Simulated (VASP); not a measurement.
Sc, 2 atoms in the cell. Symmetry: P6_3/mmc, No. 194, hexagonal system. The conventional cell has a = 3.230 Å, b = 3.230 Å, c = 4.986 Å, α = 90.00°, β = 90.00°, γ = 120.00°. Within 4.1 Å of Sc (site symmetry -6m2) lie 12 Sc at 3.11 to 3.23 Å. 

```yaml
Program: VASP 6.6.1
Task: relaxation of cell and atoms
Functional: LDA
Potentials_or_basis: VASP PAW LDA potentials, release 64 (Sc_sv)
Cutoff: 600 eV
k_mesh: 12 × 12 × 8
Occupations: gaussian, width 0.1 eV
Spin: no spin polarisation
Dipole_correction: no
Further_INCAR_settings: ALGO = Normal; EDIFF = 1e-07; IBRION = 2; EDIFFG = -0.002; NSW = 100; ISIF = 3
```

Potentials or basis: VASP PAW LDA potentials, release 64 (Sc_sv).

The run is started by

```sh
$ cat potpaw_LDA.64/Sc_sv/POTCAR > POTCAR
$ mpirun -np 1 vasp_std > vasp.out
```

Hardware: 1 thread of Intel Xeon 8259CL (shared host).

Question: Estimate the wall time of this run.

Answer: Run time: 3.7 min on 1 thread of Intel Xeon 8259CL (shared host), peak memory 0.21 GiB. Counts: scf iterations 23, k points 95, ion steps 3.
